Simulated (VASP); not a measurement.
# K (Im-3m) in VASP: a series of runs, part 2 of 2

VASP 6.6.1. The steps go on from the part before.

## (3) Electric field gradients, LDA

The input, INCAR:

```
SYSTEM = K
PREC = Accurate
ENCUT = 520
EDIFF = 1E-8
ISMEAR = -4
SIGMA = 0.1
LREAL = .FALSE.
LASPH = .TRUE.
NELM = 80
ALGO = Normal
ISIF = 2
LWAVE = .FALSE.
LCHARG = .FALSE.
LEFG = .TRUE.
NBANDS = 10
```

The input, KPOINTS:

```
Automatic mesh
0
G
  10 10 10
  0 0 0
```

The input, POSCAR:

```
K
1.0
   -2.6975585167      2.6975585167      2.6975585167
    2.6975585167     -2.6975585167      2.6975585167
    2.6975585167      2.6975585167     -2.6975585167
K
1
Direct
    0.0000000000      0.0000000000      0.0000000000
```

Potentials or basis: VASP PAW LDA potentials, release 64 (K_sv).

The run is started by

```console
> cat potpaw_LDA.64/K_sv/POTCAR > POTCAR
> mpirun -np 1 vasp_std > vasp.out
```

OUTCAR:

```text
SYSTEM = K
   PREC = Accurate
   ENCUT = 520
   EDIFF = 1E-8
   ISMEAR = -4
   LREAL = .FALSE.
   LASPH = .TRUE.
   NELM = 80
   ISIF = 2

 ion  position               nearest neighbor table
   1  0.000  0.000  0.000-

  LATTYP: Found a body centered cubic cell.
 ALAT       =     5.3951170334

  Lattice vectors:

 A1 = (  -2.6975585167,   2.6975585167,   2.6975585167)
 A2 = (   2.6975585167,  -2.6975585167,   2.6975585167)
 A3 = (   2.6975585167,   2.6975585167,  -2.6975585167)

Analysis of symmetry for initial positions (statically):
=====================================================================
 Subroutine PRICEL returns:
 Original cell was already a primitive cell.

 Routine SETGRP: Setting up the symmetry group for a
 body centered cubic supercell.

 Subroutine GETGRP returns: Found 48 space group operations
 (whereof 48 operations were pure point group operations)
 out of a pool of 48 trial point group operations.

The static configuration has the point symmetry O_h .

Analysis of symmetry for dynamics (positions and initial velocities):
=====================================================================
 Subroutine PRICEL returns:
 Original cell was already a primitive cell.

 Routine SETGRP: Setting up the symmetry group for a
 body centered cubic supercell.

 Subroutine GETGRP returns: Found 48 space group operations
 (whereof 48 operations were pure point group operations)
 out of a pool of 48 trial point group operations.

The dynamic configuration has the point symmetry O_h .

 Subroutine INISYM returns: Found 48 space group operations
 (whereof 48 operations are pure point group operations),
 and found     1 'primitive' translations
[... 151 lines left out ...]
  band No.  band energies     occupation
      1     -32.3039      2.00000
      2     -15.9877      2.00000
      3     -15.9877      2.00000
      4     -15.9877      2.00000
      5      -2.5112      2.00000
      6       3.6548      0.00000
      7       3.6548      0.00000
      8       3.6548      0.00000
      9       4.5475      0.00000
     10       4.5475      0.00000
[... 287 lines left out ...]
 k-point    24 :      -0.3000    0.3000    0.1000
  band No.  band energies     occupation
      1     -32.3015      2.00000
      2     -16.0235      2.00000
      3     -16.0022      2.00000
      4     -15.9918      2.00000
      5      -1.3769      1.99864
      6       2.0215      0.00000
      7       2.9036      0.00000
      8       3.7514      0.00000
      9       4.4620      0.00000
     10       4.8593      0.00000

 [... further k-points ...]
[... 5 lines left out ...]
  --------------------------------------------------------------------------------------
  -------------------------------------------------------------------------------------
  Total       -0.2916294     -0.2916294     -0.2916294      0.0000000      0.0000000     -0.0000000
  in kB       -5.9507157     -5.9507157     -5.9507157      0.0000000      0.0000000     -0.0000000
  external PRESSURE =      -5.9507157 kB  Pullay stress =       0.0000000 kB

 VOLUME and BASIS-vectors are now :
 -----------------------------------------------------------------------------
  energy-cutoff  :      520.00
  volume of cell :       78.52
      direct lattice vectors                 reciprocal lattice vectors
    -2.697558517  2.697558517  2.697558517     0.000000000  0.185352791  0.185352791
     2.697558517 -2.697558517  2.697558517     0.185352791  0.000000000  0.185352791
     2.697558517  2.697558517 -2.697558517     0.185352791  0.185352791  0.000000000

 POSITION                                       TOTAL-FORCE (eV/Angst)
 -----------------------------------------------------------------------------------
      0.00000      0.00000      0.00000        -0.000000     -0.000000      0.000000
 -----------------------------------------------------------------------------------
    total drift:                               -0.000000     -0.000000      0.000000

  FREE ENERGIE OF THE ION-ELECTRON SYSTEM (eV)
  ---------------------------------------------------
  free  energy   TOTEN  =        -1.0923090946 eV

  energy  without entropy=       -1.0923090946  energy(sigma->0) =       -1.09230909

 Electric field gradients (V/A^2)
---------------------------------------------------------------------
 ion       V_xx      V_yy      V_zz      V_xy      V_xz      V_yz
---------------------------------------------------------------------
   1       0.000     0.000     0.000     0.000     0.000     0.000
---------------------------------------------------------------------

 Electric field gradients after diagonalization (V/A^2)
 (convention: |V_zz| > |V_xx| > |V_yy|)
----------------------------------------------------------------------
 ion       V_xx      V_yy      V_zz     asymmetry (V_yy - V_xx)/ V_zz
----------------------------------------------------------------------
   1      -0.000    -0.000     0.000       0.000
----------------------------------------------------------------------

           NMR quadrupolar parameters

 Cq : quadrupolar parameter    Cq=e*Q*V_zz/h
 eta: asymmetry parameters     (V_yy - V_xx)/ V_zz
 Q  : nuclear electric quadrupole moment in mb (millibarn)
----------------------------------------------------------------------
 ion       Cq(MHz)       eta       Q (mb)
----------------------------------------------------------------------
   1       0.000       0.000       1.000
----------------------------------------------------------------------
```

stdout:

```text
POSCAR found type information on POSCAR K
 POSCAR found :  1 types and       1 ions
 scaLAPACK will be used
 LDA part: xc-table for (Slater(with rela. corr.)+CA(PZ))
 , standard interpolation
 POSCAR, INCAR and KPOINTS ok, starting setup
 FFT: planning ... GRIDC
 FFT: planning ... GRID_SOFT
 FFT: planning ... GRID
 WAVECAR not read
 entering main loop
ion   1

 -----------------------------------------------------------------------------
|                                                                             |
|           W    W    AA    RRRRR   N    N  II  N    N   GGGG   !!!           |
|           W    W   A  A   R    R  NN   N  II  NN   N  G    G  !!!           |
|           W    W  A    A  R    R  N N  N  II  N N  N  G       !!!           |
|           W WW W  AAAAAA  RRRRR   N  N N  II  N  N N  G  GGG   !            |
|           WW  WW  A    A  R   R   N   NN  II  N   NN  G    G                |
|           W    W  A    A  R    R  N    N  II  N    N   GGGG   !!!           |
|                                                                             |
|     Tetrahedron method does not include variations of the Fermi             |
|     occupations, so forces and stress will be inaccurate. We suggest        |
|     using a different smearing scheme ISMEAR = 1 or 2 for metals in         |
|     relaxations.                                                            |
|                                                                             |
 -----------------------------------------------------------------------------
```

Wall time 21 s (1 thread of AMD EPYC 9R14 (Zen 4), shared host); peak memory 0.15 GiB.

What came out:

```yaml
Free_energy: -1.0923 eV
Pressure: -0.6 GPa
```

Levels at points of the mesh, in eV from the Fermi level:
```tsv
k point	band 2	band 3	band 4	band 5	band 6	band 7	band 8	band 9
(0.00, 0.00, 0.00)	-15.59	-15.59	-15.59	-2.11	4.05	4.05	4.05	4.95
(0.50, 0.00, 0.00)	-15.64	-15.61	-15.59	0.37	0.66	3.02	4.55	5.41
(0.50, 0.50, 0.50)	-15.63	-15.63	-15.63	1.67	1.67	3.25	3.25	3.25
```

Caveat: without QUAD_EFG the Cq values of the log hold for a quadrupole moment of 1 mb, not for the nuclei.

## (4) Electric field gradients, PBEsol (volume scaled by 0.96)

The input, INCAR:

```
SYSTEM = K
PREC = Accurate
ENCUT = 400
EDIFF = 1E-8
ISMEAR = -1
SIGMA = 0.05
LREAL = .False.
LASPH = .True.
NELM = 120
ALGO = Normal
ISIF = 2
LWAVE = .False.
LCHARG = .False.
GGA = PS
LEFG = .True.
NBANDS = 10
GGA_COMPAT = .False.
```

The input, KPOINTS:

```
Automatic mesh
0
Gamma
  10 10 10
  0 0 0
```

The input, POSCAR:

```
K
1.0
   -2.6611005540      2.6611005540      2.6611005540
    2.6611005540     -2.6611005540      2.6611005540
    2.6611005540      2.6611005540     -2.6611005540
K
1
Direct
    0.0000000000      0.0000000000      0.0000000000
```

Potentials or basis: VASP PAW PBE potentials, release 64 (K_sv).

The run is started by

```console
> cat potpaw_PBE.64/K_sv/POTCAR > POTCAR
> mpirun -np 1 vasp_std > vasp.out
```

OUTCAR:

```text
SYSTEM = K
   PREC = Accurate
   ENCUT = 400
   EDIFF = 1E-8
   ISMEAR = -1
   LREAL = .False.
   LASPH = .True.
   NELM = 120
   ISIF = 2
   GGA = PS

 ion  position               nearest neighbor table
   1  0.000  0.000  0.000-

  LATTYP: Found a body centered cubic cell.
 ALAT       =     5.3222011080

  Lattice vectors:

 A1 = (  -2.6611005540,   2.6611005540,   2.6611005540)
 A2 = (   2.6611005540,  -2.6611005540,   2.6611005540)
 A3 = (   2.6611005540,   2.6611005540,  -2.6611005540)

Analysis of symmetry for initial positions (statically):
=====================================================================
 Subroutine PRICEL returns:
 Original cell was already a primitive cell.

 Routine SETGRP: Setting up the symmetry group for a
 body centered cubic supercell.

 Subroutine GETGRP returns: Found 48 space group operations
 (whereof 48 operations were pure point group operations)
 out of a pool of 48 trial point group operations.

The static configuration has the point symmetry O_h .

Analysis of symmetry for dynamics (positions and initial velocities):
=====================================================================
 Subroutine PRICEL returns:
 Original cell was already a primitive cell.

 Routine SETGRP: Setting up the symmetry group for a
 body centered cubic supercell.

 Subroutine GETGRP returns: Found 48 space group operations
 (whereof 48 operations were pure point group operations)
 out of a pool of 48 trial point group operations.

The dynamic configuration has the point symmetry O_h .

 Subroutine INISYM returns: Found 48 space group operations
 (whereof 48 operations are pure point group operations),
[... 148 lines left out ...]
 k-point     1 :       0.0000    0.0000    0.0000
  band No.  band energies     occupation
      1     -32.2285      2.00000
      2     -15.7393      2.00000
      3     -15.7393      2.00000
      4     -15.7393      2.00000
      5      -2.3417      2.00000
      6       4.0534      0.00000
      7       4.0534      0.00000
      8       4.0534      0.00000
      9       4.9583      0.00000
     10       4.9583      0.00000
[... 287 lines left out ...]
 k-point    24 :      -0.3000    0.3000    0.1000
  band No.  band energies     occupation
      1     -32.2257      2.00000
      2     -15.7797      2.00000
      3     -15.7555      2.00000
      4     -15.7439      2.00000
      5      -1.1782      2.00000
      6       2.2866      0.00000
      7       3.2368      0.00000
      8       4.1101      0.00000
      9       4.9004      0.00000
     10       5.3257      0.00000

 [... further k-points ...]
[... 5 lines left out ...]
  --------------------------------------------------------------------------------------
  -------------------------------------------------------------------------------------
  Total       -0.0953064     -0.0953064     -0.0953064      0.0000000      0.0000000     -0.0000000
  in kB       -2.0257642     -2.0257642     -2.0257642      0.0000000      0.0000000     -0.0000000
  external PRESSURE =      -2.0257642 kB  Pullay stress =       0.0000000 kB

 VOLUME and BASIS-vectors are now :
 -----------------------------------------------------------------------------
  energy-cutoff  :      400.00
  volume of cell :       75.38
      direct lattice vectors                 reciprocal lattice vectors
    -2.661100554  2.661100554  2.661100554     0.000000000  0.187892186  0.187892186
     2.661100554 -2.661100554  2.661100554     0.187892186  0.000000000  0.187892186
     2.661100554  2.661100554 -2.661100554     0.187892186  0.187892186  0.000000000

 POSITION                                       TOTAL-FORCE (eV/Angst)
 -----------------------------------------------------------------------------------
      0.00000      0.00000      0.00000         0.000000      0.000000     -0.000000
 -----------------------------------------------------------------------------------
    total drift:                               -0.000000     -0.000000      0.000000

  FREE ENERGIE OF THE ION-ELECTRON SYSTEM (eV)
  ---------------------------------------------------
  free  energy   TOTEN  =        -1.1314994256 eV

  energy  without entropy=       -1.1234752010  energy(sigma->0) =       -1.12748731

 Electric field gradients (V/A^2)
---------------------------------------------------------------------
 ion       V_xx      V_yy      V_zz      V_xy      V_xz      V_yz
---------------------------------------------------------------------
   1       0.000    -0.000    -0.000    -0.001    -0.001    -0.001
---------------------------------------------------------------------

 Electric field gradients after diagonalization (V/A^2)
 (convention: |V_zz| > |V_xx| > |V_yy|)
----------------------------------------------------------------------
 ion       V_xx      V_yy      V_zz     asymmetry (V_yy - V_xx)/ V_zz
----------------------------------------------------------------------
   1       0.001     0.001    -0.002       0.000
----------------------------------------------------------------------

           NMR quadrupolar parameters

 Cq : quadrupolar parameter    Cq=e*Q*V_zz/h
 eta: asymmetry parameters     (V_yy - V_xx)/ V_zz
 Q  : nuclear electric quadrupole moment in mb (millibarn)
----------------------------------------------------------------------
 ion       Cq(MHz)       eta       Q (mb)
----------------------------------------------------------------------
   1      -0.000       0.000       1.000
----------------------------------------------------------------------
```

It took 11 s on 1 thread of Intel Xeon 6975P-C (Granite Rapids), shared host; peak memory 0.16 GiB.

Results:

```yaml
Free_energy: -1.1315 eV
Pressure: -0.2 GPa
```

Levels at points of the mesh, in eV from the Fermi level:
```
           k point  band 2  band 3  band 4  band 5  band 6  band 7  band 8  band 9
(0.00, 0.00, 0.00)  -15.52  -15.52  -15.52   -2.12    4.27    4.27    4.27    5.18
(0.50, 0.00, 0.00)  -15.58  -15.54  -15.52    0.45    0.68    3.16    4.82    5.70
(0.50, 0.50, 0.50)  -15.56  -15.56  -15.56    1.69    1.69    3.41    3.41    3.41
```

Caveat: without QUAD_EFG the Cq values of the log hold for a quadrupole moment of 1 mb, not for the nuclei; the PAW data sets were made with another functional, which shifts forces and pressure a little.

## (5) Summary

```tsv
level	potentials or basis	cell	cutoff (eV)	smearing	gap on the mesh (eV)	pressure (GPa)
LDA	VASP PAW LDA potentials, release 64 (K_sv)	a = 4.672 Å, angles 109.5°, 1 atom	520	fermi-dirac 0.05 eV	none	-0.6
LDA	VASP PAW LDA potentials, release 64 (K_sv)	a = 4.672 Å, angles 109.5°, 1 atom	520	tetrahedron	none	-0.6
PBEsol	VASP PAW PBE potentials, release 64 (K_sv)	a = 4.609 Å, angles 109.5°, 1 atom	400	fermi-dirac 0.05 eV	none	-0.2
```

Alike in all rows: task electric field gradients; no spin polarisation; k mesh 10 × 10 × 10.

Caveats: the PAW data sets were made with another functional, which shifts forces and pressure a little (some runs).

Total energies depend on the potentials used, so only differences within one code and one set of settings carry meaning.
